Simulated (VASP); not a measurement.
Crystal: GeW.

```
Ge W
1.0
     0.00000    2.57761    2.57761
     2.57761    0.00000    2.57761
     2.57761    2.57761    0.00000
Ge W
1 1
Direct
  0.50000 0.50000 0.50000
  0.00000 0.00000 0.00000
```

| Item | Value |
| --- | --- |
| Program | VASP 6.6.1 |
| Task | relaxation of cell and atoms |
| Functional | PBE |
| Potentials or basis | VASP PAW PBE potentials, release 64 (Ge_d, W_sv) |
| Cutoff | 600 eV |
| k mesh | 9 × 9 × 9 |
| Occupations | fermi-dirac, width 0.05 eV |
| Spin | no spin polarisation |
| Hubbard terms | W d U = 4.0 eV |

At the start: pressure 4.0 GPa; volume 17.13 Å³/atom.

**Question.** How do energy, volume and symmetry change on relaxing?

**Answer.** Over 3 steps the energy falls by 4.8 meV/atom and the volume is 17.52 Å³/atom (+2.3 %); space group Fm-3m (No. 225, to 0.05 Å).

The path:
| step | energy change (eV) | largest force (eV/Å) | pressure (GPa) | volume (Å³) |
| --- | --- | --- | --- | --- |
| 1 | 0.0000 | 0.0000 | 3.96 | 34.25 |
| 2 | 0.0157 | 0.0000 | -5.77 | 36.39 |
| 3 | -0.0095 | 0.0000 | -0.01 | 35.05 |

Final structure:
```
CELL_PARAMETERS angstrom
0.00000 2.59738 2.59738
2.59738 0.00000 2.59738
2.59738 2.59738 0.00000
ATOMIC_POSITIONS crystal
Ge 0.50000 0.50000 0.50000
W 0.00000 0.00000 0.00000
```

Caveat: U without spin polarisation on a metal has little footing; the U is typed as a test and isn't derived for this compound.
